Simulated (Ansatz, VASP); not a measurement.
Sn2PbS3 in VASP and in Ansatz

```
Sn Pb S
1.0
     0.00113   -0.00210   -4.34024
     6.16586   -5.96268   -0.00251
    -6.16167   -5.95858   -0.00626
Sn Pb S
4 2 6
Direct
  0.29722 0.04071 0.70599
  0.29734 0.70584 0.04096
  0.79811 0.29413 0.95906
  0.79799 0.95920 0.29397
  0.27214 0.36793 0.36815
  0.77247 0.63204 0.63187
  0.20322 0.14368 0.14355
  0.21499 0.82354 0.48602
  0.21500 0.48625 0.82342
  0.70252 0.85638 0.85645
  0.71451 0.51387 0.17657
  0.71450 0.17642 0.51397
```

Change from the starting cell: cell x1, atoms moved at random (sigma 0.1 Å) and cell strained at random (1.5 %), then relaxed without symmetry.

Alike in both runs: functional PBE; k mesh 4 × 2 × 2; occupations gaussian, width 0.1 eV; no spin polarisation.

Ansatz relaxed the structure, and its values are those at the end. VASP's run is a single point on that final structure, the one shown.

|  | VASP | Ansatz |
| --- | --- | --- |
| version | VASP 6.6.1 | Ansatz 0.2.0 |
| potentials or method | VASP PAW PBE potentials, release 64 (Sn_d, Pb_d, S), cutoff 520 eV | scalar-relativistic, plane waves, PAW |
| valence electrons in the cell | 120 | 120 |

|  | VASP | Ansatz | Ansatz less VASP |
| --- | --- | --- | --- |
| gap on the k mesh at the Fermi level (eV) | 1.15 | 1.16 | +0.007 |
| least direct gap on the mesh (eV) | 1.21 | 1.21 | +0.006 |
| pressure (GPa) | -0.1 | 0.0 | +0.05 |
| rms of the force components (eV/Å) | 0.009 | 0.010 | +0.0005 |

Neither program's run includes spin-orbit coupling.
